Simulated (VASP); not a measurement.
# Ir (Fm-3m) in VASP: a series of runs, part 2 of 2

VASP 6.6.1. The steps go on from the part before.

### 4 Single point, r2SCAN

This run uses another cell than the first one, of 14.20 Å³/atom, 0.971 times its volume.

POSCAR reads:

```
Ir
1.0
    0.0000000000      1.9220797794      1.9220797794
    1.9220797794      0.0000000000      1.9220797794
    1.9220797794      1.9220797794      0.0000000000
Ir
1
Direct
    0.0000000000      0.0000000000      0.0000000000
```

INCAR.step1 reads:

```
SYSTEM = Ir
ALGO = Normal
EDIFF = 1E-5
ENCUT = 550
GGA = PE
GGA_COMPAT = .False.
ISMEAR = 0
LASPH = .True.
LCHARG = .False.
LREAL = .False.
LWAVE = .True.
NBANDS = 14
NELM = 120
PREC = Accurate
SIGMA = 0.1
```

INCAR.step2 reads:

```
SYSTEM = Ir
ALGO = Normal
EDIFF = 1E-6
ENCUT = 550
GGA_COMPAT = .False.
ISIF = 2
ISMEAR = 0
ISTART = 1
LASPH = .True.
LCHARG = .True.
LELF = .True.
LMIXTAU = .True.
LREAL = .False.
LVHAR = .True.
LWAVE = .False.
METAGGA = R2SCAN
NBANDS = 14
NELM = 120
PREC = Accurate
SIGMA = 0.1
```

KPOINTS reads:

```
k-points
0
Gamma
  18 18 18
  0 0 0
```

Potentials or basis: VASP PAW PBE potentials, release 64 (Ir_sv_GW).

Command:

```console
$ cat potpaw_PBE.64/Ir_sv_GW/POTCAR > POTCAR
$ cp INCAR.step1 INCAR
$ mpirun -np 1 vasp_std > vasp.out
$ cp INCAR.step2 INCAR
$ mpirun -np 1 vasp_std > vasp.out
```

OUTCAR:

```text
SYSTEM = Ir
   EDIFF = 1E-6
   ENCUT = 550
   ISIF = 2
   ISMEAR = 0
   ISTART = 1
   LASPH = .True.
   LREAL = .False.
   METAGGA = R2SCAN
   NELM = 120
   PREC = Accurate

 ion  position               nearest neighbor table
   1  0.000  0.000  0.000-

  LATTYP: Found a face centered cubic cell.
 ALAT       =     3.8441595588

  Lattice vectors:

 A1 = (   0.0000000000,   1.9220797794,   1.9220797794)
 A2 = (   1.9220797794,   0.0000000000,   1.9220797794)
 A3 = (   1.9220797794,   1.9220797794,   0.0000000000)

Analysis of symmetry for initial positions (statically):
=====================================================================
 Subroutine PRICEL returns:
 Original cell was already a primitive cell.

 Routine SETGRP: Setting up the symmetry group for a
 face centered cubic supercell.

 Subroutine GETGRP returns: Found 48 space group operations
 (whereof 48 operations were pure point group operations)
 out of a pool of 48 trial point group operations.

The static configuration has the point symmetry O_h .

Analysis of symmetry for dynamics (positions and initial velocities):
=====================================================================
 Subroutine PRICEL returns:
 Original cell was already a primitive cell.

 Routine SETGRP: Setting up the symmetry group for a
 face centered cubic supercell.

 Subroutine GETGRP returns: Found 48 space group operations
 (whereof 48 operations were pure point group operations)
 out of a pool of 48 trial point group operations.

The dynamic configuration has the point symmetry O_h .

 Subroutine INISYM returns: Found 48 space group operations
 (whereof 48 operations are pure point group operations),
 and found     1 'primitive' translations

----------------------------------------------------------------------------------------

                                     Primitive cell

  volume of cell :      14.2018

  direct lattice vectors                    reciprocal lattice vectors
     0.000000000  1.922079779  1.922079779    -0.260134884  0.260134884  0.260134884
     1.922079779  0.000000000  1.922079779     0.260134884 -0.260134884  0.260134884
     1.922079779  1.922079779  0.000000000     0.260134884  0.260134884 -0.260134884

  length of vectors
     2.718231292  2.718231292  2.718231292     0.450566836  0.450566836  0.450566836

  position of ions in fractional coordinates (direct lattice)
     0.000000000  0.000000000  0.000000000

  ion indices of the primitive-cell ions
   primitive index   ion index
                 1           1

----------------------------------------------------------------------------------------

 KPOINTS: k-points

Automatic generation of k-mesh.
 Grid dimensions read from file:
 generate k-points for:   18   18   18

 Generating k-lattice:

  Cartesian coordinates                     Fractional coordinates (reciprocal lattice)
    -0.014451938  0.014451938  0.014451938     0.055555556  0.000000000  0.000000000
     0.014451938 -0.014451938  0.014451938     0.000000000  0.055555556  0.000000000
     0.014451938  0.014451938 -0.014451938     0.000000000  0.000000000  0.055555556

  Length of vectors
     0.025031491  0.025031491  0.025031491

  Shift w.r.t. Gamma in fractional coordinates (k-lattice)
     0.000000000  0.000000000  0.000000000

 Subroutine IBZKPT returns following result:
 ===========================================

 Found    195 irreducible k-points:

 Following reciprocal coordinates:
            Coordinates               Weight
  0.000000  0.000000  0.000000      1.000000
  0.055556  0.000000  0.000000      8.000000
  0.111111  0.000000  0.000000      8.000000
  0.166667  0.000000  0.000000      8.000000
  0.222222  0.000000  0.000000      8.000000
  0.277778  0.000000  0.000000      8.000000
[... 16 lines left out ...]
 -0.277778  0.055556  0.000000     24.000000
 -0.222222  0.055556  0.000000     24.000000
 [... further k-points ...]
   k-points           NKPTS =    195   k-points in BZ     NKDIM =    195   number of bands    NBANDS=     14
   number of dos      NEDOS =    301   number of ions     NIONS =      1
   total plane-waves  NPLWV =  13824
   dimension x,y,z NGX =    24 NGY =   24 NGZ =   24
   dimension x,y,z NGXF=    48 NGYF=   48 NGZF=   48
   ions per type =               1
   NGX,Y,Z   is equivalent  to a cutoff of  14.68, 14.68, 14.68 a.u.
   NGXF,Y,Z  is equivalent  to a cutoff of  29.36, 29.36, 29.36 a.u.
 SYSTEM =  Ir
   PREC   = accura    normal or accurate (medium, high low for compatibility)
   ISTART =      1    job   : 0-new  1-cont  2-samecut
   ICHARG =      0    charge: 1-file 2-atom 10-const
   ISPIN  =      1    spin polarized calculation?
   LNONCOLLINEAR =      F non collinear calculations
   LSORBIT =      F    spin-orbit coupling
   LASPH  =      T    aspherical Exc in radial PAW
   ENCUT  =  550.0 eV  40.42 Ry    6.36 a.u.   5.20  5.20  5.20*2*pi/ulx,y,z
   NELM   =    120;   NELMIN=  2; NELMDL=  0     # of ELM steps
   EDIFF  = 0.1E-05   stopping-criterion for ELM
   LREAL  =      F    real-space projection
   EDIFFG = 0.1E-04   stopping-criterion for IOM
   NSW    =      0    number of steps for IOM
   IBRION =     -1    ionic relax: 0-MD 1-quasi-New 2-CG
   NFREE  =      0    steps in history (QN), initial steepest desc. (CG)
   ISIF   =      2    stress and relaxation
   ISYM   =      2    0-nonsym 1-usesym 2-fastsym
   POTIM  = 0.5000    time-step for ionic-motion
   TEBEG  =    0.0;   TEEND  =   0.0 temperature during run
   PSTRESS=    0.0 pullay stress
   NELECT =      17.0000    total number of electrons
   NUPDOWN=      -1.0000    fix difference up-down
   EMIN   =  10.00;   EMAX   =-10.00  energy-range for DOS
   EFERMI =   0.00;   METHOD = LEGACY
   ISMEAR =     0;   SIGMA  =   0.10  broadening in eV -4-tet -1-fermi 0-gaus
   EFERMI_NEDOS =   21; number of points for ismear=-14 and -15
   IALGO  =     38    algorithm
   IMIX   =      4    mixing-type and parameters
     AMIX     =   0.40;   BMIX     =  1.00
     AMIX_MAG =   1.60;   BMIX_MAG =  1.00
  volume/ion in A,a.u.               =      14.20        95.84
  Fermi-wavevector in a.u.,A,eV,Ry     =   1.738240  3.284797 41.109706  3.021478
  Thomas-Fermi vector in A             =   2.811310
   LORBIT       =      0    0 simple, 1 ext, 2 COOP (PROOUT), +10 PAW based schemes
   METAGGA = R2SCAN    functional components
   LHFCALC =     F    Hartree Fock is set to
   AEXX    =    0.0000 exact exchange contribution
   IVDW    =     0    specifies the selected vdW correction
   LEPSILON=     F    determine dielectric tensor
   LRPA    =     F    only Hartree local field effects (RPA)
 non-spin polarized calculation
 Gauss-broadening in eV      SIGMA  =   0.10
  energy-cutoff  :      550.00
  volume of cell :       14.20
 maximum number of plane-waves:       444
 NGX is ok and might be reduce to    24
   NGX = 11   NGY = 11   NGZ = 11

 number of electron      17.0000000 magnetization

 Free energy of the ion-electron system (eV)
  ---------------------------------------------------
  ext. energy  EPLUGINS =         0.00000000
  ---------------------------------------------------
  free energy    TOTEN  =       -52.90766037 eV

  energy without entropy =      -52.90273474  energy(sigma->0) =      -52.90519756

 E-fermi :  12.6282     XC(G=0): -15.8704

 val. band max:       12.6180844395   @ k =   0.3333   0.1111   0.0556
 cond. band min:      12.6306815282   @ k =   0.5000   0.2222   0.1111
 fundamental gap:      0.0125970888
 Fermi energy:        12.6282221992

 k-point     1 :       0.0000    0.0000    0.0000
  band No.  band energies     occupation
      1     -82.4432      2.00000
      2     -38.2529      2.00000
      3     -38.2529      2.00000
      4     -38.2529      2.00000
      5       1.1316      2.00000
      6       8.6152      2.00000
      7       8.6152      2.00000
      8       8.6152      2.00000
      9      11.3065      2.00000
     10      11.3065      2.00000
     11      26.8656      0.00000
     12      32.6424      0.00000
     13      32.6424      0.00000
     14      32.6424      0.00000
[... 375 lines left out ...]
 k-point    24 :      -0.2222    0.0556    0.0000
  band No.  band energies     occupation
      1     -82.4075      2.00000
      2     -38.6575      2.00000
      3     -38.3361      2.00000
      4     -38.2993      2.00000
      5       3.4344      2.00000
      6       7.9187      2.00000
      7       9.0630      2.00000
      8       9.1572      2.00000
      9      11.0303      2.00000
     10      11.9192      2.00000
     11      27.2248      0.00000
     12      29.7632      0.00000
     13      35.1976      0.00000
     14      36.4652      0.00000

 [... further k-points ...]

------------------------ aborting loop because EDIFF is reached ----------------------------------------

  FORCE on cell =-STRESS in cart. coord.  units (eV):
  Direction    XX          YY          ZZ          XY          YZ          ZX
  --------------------------------------------------------------------------------------
  -------------------------------------------------------------------------------------
  Total       -0.1906080     -0.1906080     -0.1906080     -0.0000000      0.0000000      0.0000000
  in kB      -21.5034207    -21.5034207    -21.5034207     -0.0000000      0.0000000      0.0000000
  external PRESSURE =     -21.5034207 kB  Pullay stress =       0.0000000 kB

 VOLUME and BASIS-vectors are now :
 -----------------------------------------------------------------------------
  energy-cutoff  :      550.00
  volume of cell :       14.20
      direct lattice vectors                 reciprocal lattice vectors
     0.000000000  1.922079779  1.922079779    -0.260134884  0.260134884  0.260134884
     1.922079779  0.000000000  1.922079779     0.260134884 -0.260134884  0.260134884
     1.922079779  1.922079779  0.000000000     0.260134884  0.260134884 -0.260134884

 POSITION                                       TOTAL-FORCE (eV/Angst)
 -----------------------------------------------------------------------------------
      0.00000      0.00000      0.00000         0.000000      0.000000     -0.000000
 -----------------------------------------------------------------------------------
    total drift:                                0.000000     -0.000000     -0.000000

  FREE ENERGIE OF THE ION-ELECTRON SYSTEM (eV)
  ---------------------------------------------------
  free  energy   TOTEN  =       -52.9076603663 eV

  energy  without entropy=      -52.9027347447  energy(sigma->0) =      -52.90519756
```

OUTCAR.step1:

```text
SYSTEM = Ir
   EDIFF = 1E-5
   ENCUT = 550
   GGA = PE
   ISMEAR = 0
   LASPH = .True.
[... 626 lines left out ...]
 -----------------------------------------------------------------------------------
      0.00000      0.00000      0.00000         0.000000      0.000000      0.000000
 -----------------------------------------------------------------------------------
    total drift:                                0.000000      0.000000      0.000000

  FREE ENERGIE OF THE ION-ELECTRON SYSTEM (eV)
  ---------------------------------------------------
  free  energy   TOTEN  =        -9.4138145264 eV

  energy  without entropy=       -9.4087095240  energy(sigma->0) =       -9.41126203
```

OSZICAR.step1:

```text
N       E                     dE             d eps       ncg     rms          rms(c)
DAV:   1     0.115273388469E+03    0.11527E+03   -0.11818E+04  5594   0.131E+03
DAV:   2    -0.874757540887E+01   -0.12402E+03   -0.11903E+03  6906   0.400E+02
DAV:   3    -0.105082158815E+02   -0.17606E+01   -0.17530E+01  6048   0.449E+01
DAV:   4    -0.105111813623E+02   -0.29655E-02   -0.29654E-02  6408   0.219E+00
DAV:   5    -0.105111875434E+02   -0.61811E-05   -0.61815E-05  6076   0.950E-02    0.697E+01
DAV:   6    -0.950991512502E+01    0.10013E+01   -0.13462E+00  5748   0.125E+01    0.374E+01
DAV:   7    -0.942996260152E+01    0.79953E-01   -0.41287E-01  6198   0.649E+00    0.646E+00
DAV:   8    -0.941388497425E+01    0.16078E-01   -0.60289E-02  5496   0.305E+00    0.524E-01
DAV:   9    -0.941389235160E+01   -0.73773E-05   -0.70250E-04  6138   0.320E-01    0.212E-01
DAV:  10    -0.941381420243E+01    0.78149E-04   -0.11790E-04  5976   0.157E-01    0.143E-01
DAV:  11    -0.941381452643E+01   -0.32401E-06   -0.54795E-06  2922   0.304E-02
   1 F= -.94138145E+01 E0= -.94112620E+01  d E =-.510500E-02
```

It took 55 s on 1 thread of Intel Xeon 6975P-C (Granite Rapids), shared host; peak memory 0.18 GiB.

What came out:

```yaml
Free_energy: -52.9077 eV
Pressure: -2.2 GPa
```

Caveat: the PAW data sets were made with another functional, which shifts forces and pressure a little; spin-orbit coupling is left out, which moves the levels of the heavy elements.

### 5 The runs side by side

```tsv
potentials or basis	cell	cutoff (eV)	second run	gap on the mesh (eV)	pressure (GPa)
VASP PAW PBE potentials, release 64 (Ir)	a = 2.745 Å, angles 60.0°, 1 atom	520	-	none	-8.2
VASP PAW PBE potentials, release 64 (Ir)	a = 2.772 Å, angles 60.0°, 1 atom	520	-	none	-17.1
VASP PAW PBE potentials, release 64 (Ir_sv_GW)	a = 2.718 Å, angles 60.0°, 1 atom	550	valence_matched	none	-2.2
```

Alike in all rows: task single point; level r2SCAN; no spin polarisation; k mesh 18 × 18 × 18; smearing gaussian 0.1 eV.

Caveats: the PAW data sets were made with another functional, which shifts forces and pressure a little; spin-orbit coupling is left out, which moves the levels of the heavy elements.

Absolute energies hang on the potentials; compare differences alone.
